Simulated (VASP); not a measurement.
# LiF (P6_3mc) in VASP: further runs, part 2 of 2

VASP 6.6.1.

### 3 Single point, LDA (c/a of the conventional cell at fixed volume 1.4146)

File INCAR:

```
PREC     = Accurate       # precision mode
ENCUT    = 520            # plane-wave cutoff, eV
EDIFF    = 1E-6           # SCF threshold, eV
ISMEAR   = 0              # smearing method
SIGMA    = 0.05           # smearing width, eV
LREAL    = F              # projectors in reciprocal space
LASPH    = T              # aspherical terms in the spheres
NELM     = 100            # most SCF steps
ALGO     = Normal         # electronic algorithm
ISIF     = 2              # what is computed and relaxed
LWAVE    = F              # write WAVECAR
LCHARG   = F              # write CHGCAR
GGA      = CA             # functional
NBANDS   = 18             # bands
```

File KPOINTS:

```
Automatic mesh
0
Gamma
  9 9 6
```

File POSCAR:

```
LiF
1.0
    3.1154738578      0.0000000000      0.0000000000
   -1.5577369289      2.6980795057      0.0000000000
    0.0000000000      0.0000000000      4.4071493192
Li F
2 2
Direct
    0.3333333333      0.6666666667      0.3559038391
    0.6666666667      0.3333333333      0.8559038391
    0.3333333333      0.6666666667      0.9910195924
    0.6666666667      0.3333333333      0.4910195924
```

Potentials or basis: VASP PAW LDA potentials, release 64 (Li_sv, F).

The run is started by

```console
$ cat potpaw_LDA.64/Li_sv/POTCAR potpaw_LDA.64/F/POTCAR > POTCAR
$ mpirun -np 1 vasp_std > vasp.out
```

OUTCAR:

```text
PREC = Accurate
   ENCUT = 520
   EDIFF = 1E-6
   ISMEAR = 0
   LREAL = F
   LASPH = T
   NELM = 100
   ISIF = 2
   GGA = CA

 ion  position               nearest neighbor table
   1  0.333  0.667  0.356-   3 1.61   4 1.89   4 1.89   4 1.89
   2  0.667  0.333  0.856-   4 1.61   3 1.89   3 1.89   3 1.89
   3  0.333  0.667  0.991-   1 1.61   2 1.89   2 1.89   2 1.89
   4  0.667  0.333  0.491-   2 1.61   1 1.89   1 1.89   1 1.89

  LATTYP: Found a hexagonal cell.
 ALAT       =     3.1154738578
 C/A-ratio  =     1.4146000000

  Lattice vectors:

 A1 = (   3.1154738578,   0.0000000000,   0.0000000000)
 A2 = (  -1.5577369289,   2.6980795057,   0.0000000000)
 A3 = (   0.0000000000,   0.0000000000,   4.4071493192)

Analysis of symmetry for initial positions (statically):
=====================================================================
 Subroutine PRICEL returns:
 Original cell was already a primitive cell.

 Routine SETGRP: Setting up the symmetry group for a
 hexagonal supercell.

 Subroutine GETGRP returns: Found 12 space group operations
 (whereof  6 operations were pure point group operations)
 out of a pool of 24 trial point group operations.

The static configuration has the point symmetry C_3v.
 The point group associated with its full space group is C_6v.

Analysis of symmetry for dynamics (positions and initial velocities):
=====================================================================
 Subroutine PRICEL returns:
 Original cell was already a primitive cell.

 Routine SETGRP: Setting up the symmetry group for a
 hexagonal supercell.

 Subroutine GETGRP returns: Found 12 space group operations
 (whereof  6 operations were pure point group operations)
 out of a pool of 24 trial point group operations.

The dynamic configuration has the point symmetry C_3v.
 The point group associated with its full space group is C_6v.

 Subroutine INISYM returns: Found 12 space group operations
 (whereof  6 operations are pure point group operations),
 and found     1 'primitive' translations

----------------------------------------------------------------------------------------

                                     Primitive cell

  volume of cell :      37.0456

  direct lattice vectors                    reciprocal lattice vectors
     3.115473858  0.000000000  0.000000000     0.320978460  0.185317000  0.000000000
    -1.557736929  2.698079506  0.000000000     0.000000000  0.370634000  0.000000000
     0.000000000  0.000000000  4.407149319     0.000000000  0.000000000  0.226904043

  length of vectors
     3.115473858  3.115473858  4.407149319     0.370634000  0.370634000  0.226904043

  position of ions in fractional coordinates (direct lattice)
     0.333333333  0.666666667  0.355903839
     0.666666667  0.333333333  0.855903839
     0.333333333  0.666666667  0.991019592
     0.666666667  0.333333333  0.491019592

  ion indices of the primitive-cell ions
   primitive index   ion index
[... 22 lines left out ...]

  Shift w.r.t. Gamma in fractional coordinates (k-lattice)
     0.000000000  0.000000000  0.000000000

 Subroutine IBZKPT returns following result:
 ===========================================

 Found     48 irreducible k-points:

 Following reciprocal coordinates:
            Coordinates               Weight
  0.000000  0.000000  0.000000      1.000000
  0.111111  0.000000  0.000000      6.000000
  0.222222  0.000000  0.000000      6.000000
  0.333333  0.000000  0.000000      6.000000
  0.444444  0.000000  0.000000      6.000000
  0.111111  0.111111  0.000000      6.000000
[... 16 lines left out ...]
  0.333333  0.222222  0.166667     24.000000
  0.333333  0.333333  0.166667      4.000000
 [... further k-points ...]
   k-points           NKPTS =     48   k-points in BZ     NKDIM =     48   number of bands    NBANDS=     18
   number of dos      NEDOS =    301   number of ions     NIONS =      4
   total plane-waves  NPLWV =  20736
   dimension x,y,z NGX =    24 NGY =   24 NGZ =   36
   dimension x,y,z NGXF=    48 NGYF=   48 NGZF=   72
   ions per type =               2   2
   NGX,Y,Z   is equivalent  to a cutoff of  12.81, 12.81, 13.58 a.u.
   NGXF,Y,Z  is equivalent  to a cutoff of  25.61, 25.61, 27.16 a.u.
 SYSTEM =  unknown system
   PREC   = accura    normal or accurate (medium, high low for compatibility)
   ISTART =      0    job   : 0-new  1-cont  2-samecut
   ICHARG =      2    charge: 1-file 2-atom 10-const
   ISPIN  =      1    spin polarized calculation?
   LNONCOLLINEAR =      F non collinear calculations
   LSORBIT =      F    spin-orbit coupling
   LASPH  =      T    aspherical Exc in radial PAW
   ENCUT  =  520.0 eV  38.22 Ry    6.18 a.u.   5.79  5.79  8.19*2*pi/ulx,y,z
   NELM   =    100;   NELMIN=  2; NELMDL= -5     # of ELM steps
   EDIFF  = 0.1E-05   stopping-criterion for ELM
   LREAL  =      F    real-space projection
   EDIFFG = 0.1E-04   stopping-criterion for IOM
   NSW    =      0    number of steps for IOM
   IBRION =     -1    ionic relax: 0-MD 1-quasi-New 2-CG
   NFREE  =      0    steps in history (QN), initial steepest desc. (CG)
   ISIF   =      2    stress and relaxation
   ISYM   =      2    0-nonsym 1-usesym 2-fastsym
   POTIM  = 0.5000    time-step for ionic-motion
   TEBEG  =    0.0;   TEEND  =   0.0 temperature during run
   PSTRESS=    0.0 pullay stress
   NELECT =      20.0000    total number of electrons
   NUPDOWN=      -1.0000    fix difference up-down
   EMIN   =  10.00;   EMAX   =-10.00  energy-range for DOS
   EFERMI =   0.00;   METHOD = LEGACY
   ISMEAR =     0;   SIGMA  =   0.05  broadening in eV -4-tet -1-fermi 0-gaus
   EFERMI_NEDOS =   21; number of points for ismear=-14 and -15
   IALGO  =     38    algorithm
   IMIX   =      4    mixing-type and parameters
     AMIX     =   0.40;   BMIX     =  1.00
     AMIX_MAG =   1.60;   BMIX_MAG =  1.00
  volume/ion in A,a.u.               =       9.26        62.50
  Fermi-wavevector in a.u.,A,eV,Ry     =   1.333028  2.519058 24.177060  1.776964
  Thomas-Fermi vector in A             =   2.461918
   LORBIT       =      0    0 simple, 1 ext, 2 COOP (PROOUT), +10 PAW based schemes
   GGA     = CA    functional components
   LHFCALC =     F    Hartree Fock is set to
   AEXX    =    0.0000 exact exchange contribution
   IVDW    =     0    specifies the selected vdW correction
   LEPSILON=     F    determine dielectric tensor
   LRPA    =     F    only Hartree local field effects (RPA)
 non-spin polarized calculation
 Gauss-broadening in eV      SIGMA  =   0.05
  energy-cutoff  :      520.00
  volume of cell :       37.05
 maximum number of plane-waves:      1012
 NGX is ok and might be reduce to    24

 number of electron      19.9999976 magnetization

 Free energy of the ion-electron system (eV)
  ---------------------------------------------------
  ext. energy  EPLUGINS =         0.00000000
  ---------------------------------------------------
  free energy    TOTEN  =       -20.50423513 eV

  energy without entropy =      -20.50423513  energy(sigma->0) =      -20.50423513

 E-fermi :  -2.1215     XC(G=0):  -9.8406

 val. band max:       -2.5131321772   @ k =   0.0000   0.0000   0.0000
 cond. band min:       5.3268446261   @ k =   0.0000   0.0000   0.0000
 fundamental gap:      7.8399768033
 Fermi energy:        -2.1214863904

 k-point     1 :       0.0000    0.0000    0.0000
  band No.  band energies     occupation
      1     -41.5703      2.00000
      2     -41.4729      2.00000
      3     -21.5775      2.00000
      4     -21.3148      2.00000
      5      -4.7798      2.00000
      6      -3.1545      2.00000
[... 481 lines left out ...]
      5      -4.7523      2.00000
      6      -3.9965      2.00000
[... 10 lines left out ...]
     17      16.7795      0.00000
     18      19.1228      0.00000

 [... further k-points ...]

------------------------ aborting loop because EDIFF is reached ----------------------------------------

  FORCE on cell =-STRESS in cart. coord.  units (eV):
  Direction    XX          YY          ZZ          XY          YZ          ZX
  --------------------------------------------------------------------------------------
  -------------------------------------------------------------------------------------
  Total       -1.0359477     -1.0359477      4.7292916      0.0000000      0.0000000      0.0000000
  in kB      -44.8034840    -44.8034840    204.5361409      0.0000000      0.0000000      0.0000000
  external PRESSURE =      38.3097243 kB  Pullay stress =       0.0000000 kB

 VOLUME and BASIS-vectors are now :
 -----------------------------------------------------------------------------
  energy-cutoff  :      520.00
  volume of cell :       37.05
      direct lattice vectors                 reciprocal lattice vectors
     3.115473858  0.000000000  0.000000000     0.320978460  0.185317000  0.000000000
    -1.557736929  2.698079506  0.000000000     0.000000000  0.370634000  0.000000000
     0.000000000  0.000000000  4.407149319     0.000000000  0.000000000  0.226904043

 POSITION                                       TOTAL-FORCE (eV/Angst)
 -----------------------------------------------------------------------------------
     -0.00000      1.79872      1.56852         0.000000      0.000000      1.624943
      1.55774      0.89936      3.77210        -0.000000      0.000000      1.624943
     -0.00000      1.79872      4.36757        -0.000000      0.000000     -1.624943
      1.55774      0.89936      2.16400         0.000000      0.000000     -1.624943
 -----------------------------------------------------------------------------------
    total drift:                               -0.000001     -0.000001     -0.000972

  FREE ENERGIE OF THE ION-ELECTRON SYSTEM (eV)
  ---------------------------------------------------
  free  energy   TOTEN  =       -20.5042351288 eV

  energy  without entropy=      -20.5042351288  energy(sigma->0) =      -20.50423513
```

It used 52 s of CPU time on 1 thread of AMD EPYC 7R13 Processor (Zen 3), with other jobs on the host.

What came out:

| Quantity | Value |
| --- | --- |
| Free energy | -20.5042 eV |
| Largest force | 1.625 eV/Å |
| Band gap on the k mesh | 7.84 eV, direct |

Forces on the atoms (eV/Å):
```
Li   0.000  0.000  1.625
Li   0.000  0.000  1.625
F    0.000  0.000 -1.625
F    0.000  0.000 -1.625
```

Levels at points of the mesh, in eV from the valence-band top:
| k point | band 8 | band 9 | band 10 | band 11 | band 12 | band 13 |
| --- | --- | --- | --- | --- | --- | --- |
| (0.00, 0.00, 0.00) | -0.09 | -0.09 | 0.00 | 7.84 | 12.77 | 16.21 |
| (0.00, 0.00, 0.50) | -0.37 | -0.37 | -0.37 | 9.61 | 9.61 | 18.21 |

Caveat: the cutoff is under 1.25 times the usual one of these potentials, so pressure, stress and relaxed cells hold a basis-set (Pulay) error; forces of over 1 eV/Å act on the atoms, so gaps and moduli don't describe the material at rest.

### 4 Single point, LDA (c/a of the conventional cell at fixed volume 1.4638)

File INCAR:

```
PREC = Accurate ; ENCUT = 520
EDIFF = 1E-7 ; ISMEAR = 0
SIGMA = 0.05 ; LREAL = F
LASPH = T ; NELM = 60
ALGO = Normal ; ISIF = 2
LWAVE = F ; LCHARG = T
GGA = CA ; LELF = T
LVHAR = T ; NBANDS = 18
```

KPOINTS is that of step 3.

File POSCAR:

```
LiF
1.0
    3.0801704379      0.0000000000      0.0000000000
   -1.5400852189      2.6675058472      0.0000000000
    0.0000000000      0.0000000000      4.5087534870
Li F
2 2
Direct
    0.3333333333      0.6666666667      0.4120529761
    0.6666666667      0.3333333333      0.9120529761
    0.3333333333      0.6666666667      0.9910195924
    0.6666666667      0.3333333333      0.4910195924
```

The run is started by

```console
$ cat potpaw_LDA.64/Li_sv/POTCAR potpaw_LDA.64/F/POTCAR > POTCAR
$ mpirun -np 1 vasp_std > vasp.out
```

It used 37 s of CPU time on 1 thread of AMD EPYC 7R13 Processor (Zen 3), with other jobs on the host.

The run converged. Its results:

* Free energy: -20.8003 eV
* Largest force: 0.124 eV/Å
* Band gap on the k mesh: 7.64 eV, direct

Forces in eV/Å, atoms in the order of the input:
```
Li   0.000  0.000 -0.124
Li   0.000  0.000 -0.124
F    0.000  0.000  0.124
F    0.000  0.000  0.124
```

Levels at points of the mesh, in eV from the valence-band top:
```
           k point  band 8  band 9  band 10  band 11  band 12  band 13
(0.00, 0.00, 0.00)   -0.47   -0.47     0.00     7.64    12.45    15.72
(0.00, 0.00, 0.50)   -0.70   -0.70    -0.70     9.58     9.58    17.91
```

Caveat: the cutoff is under 1.25 times the usual one of these potentials, so pressure, stress and relaxed cells hold a basis-set (Pulay) error. A k mesh can miss the band edges.

### 5 Single point, LDA (c/a of the conventional cell at fixed volume 1.4638)

File INCAR:

```
PREC = Accurate
ENCUT = 520
EDIFF = 1E-7
ISMEAR = 0
SIGMA = 0.05
LREAL = False
LASPH = True
NELM = 100
ALGO = Normal
ISIF = 2
LWAVE = False
LCHARG = False
NBANDS = 18
```

File KPOINTS:

```
regular mesh
0
Gamma
  9 9 6
```

POSCAR, as its differences from that of step 4:

```diff
@@ -8,4 +8,4 @@
 Direct
-    0.3333333333      0.6666666667      0.4120529761
-    0.6666666667      0.3333333333      0.9120529761
+    0.3333333333      0.6666666667      0.3559038391
+    0.6666666667      0.3333333333      0.8559038391
     0.3333333333      0.6666666667      0.9910195924
```

The run is started by

```console
$ cat potpaw_LDA.64/Li_sv/POTCAR potpaw_LDA.64/F/POTCAR > POTCAR
$ mpirun -np 1 vasp_std > vasp.out
```

It used 38 s of CPU time on 1 thread of AMD EPYC 7R13 Processor (Zen 3), on a shared host.

The run converged. Its results:

| Quantity | Value |
| --- | --- |
| Free energy | -20.6187 eV |
| Largest force | 1.204 eV/Å |
| Band gap on the k mesh | 7.89 eV, direct |

Forces in eV/Å, atoms in the order of the input:
```
Li   0.000  0.000  1.204
Li   0.000  0.000  1.204
F    0.000  0.000 -1.204
F    0.000  0.000 -1.204
```

Levels at points of the mesh, in eV from the valence-band top:
```tsv
k point	band 6	band 7	band 8	band 9	band 10	band 11	band 12	band 13	band 14	band 15
(0.00, 0.00, 0.00)	-0.55	-0.55	-0.06	-0.06	0.00	7.89	12.58	16.02	18.22	18.22
(0.00, 0.00, 0.50)	-1.14	-0.31	-0.31	-0.31	-0.31	9.61	9.61	18.50	18.50	18.50
```

Caveat: the cutoff is under 1.25 times the usual one of these potentials, so pressure, stress and relaxed cells hold a basis-set (Pulay) error; forces of over 1 eV/Å act on the atoms, so gaps and moduli don't describe the material at rest. A k mesh can miss the band edges.

### 6 Summary

```tsv
cell	gap on the mesh (eV)	largest force (eV/Å)
a = 3.046, b = 3.046, c = 4.609 Å, angles 90.0, 90.0, 120.0°, 4 atoms	7.88	1.82
a = 3.115, b = 3.115, c = 4.407 Å, angles 90.0, 90.0, 120.0°, 4 atoms	7.84	1.62
a = 3.080, b = 3.080, c = 4.509 Å, angles 90.0, 90.0, 120.0°, 4 atoms	7.89	1.20
```

Some of these runs hold the atoms at other places in the same cell, which the table doesn't show; runs alike in all that it shows share one row.

Alike in all rows: task single point; level LDA; potentials or basis VASP PAW LDA potentials, release 64 (Li_sv, F); no spin polarisation; k mesh 9 × 9 × 6; cutoff (eV) 520; smearing gaussian 0.05 eV.

Caveats: the cutoff is under 1.25 times the usual one of these potentials, so pressure, stress and relaxed cells hold a basis-set (Pulay) error; forces of over 1 eV/Å act on the atoms, so gaps and moduli don't describe the material at rest.

Total energies depend on the potentials used, so only differences within one code and one set of settings carry meaning.
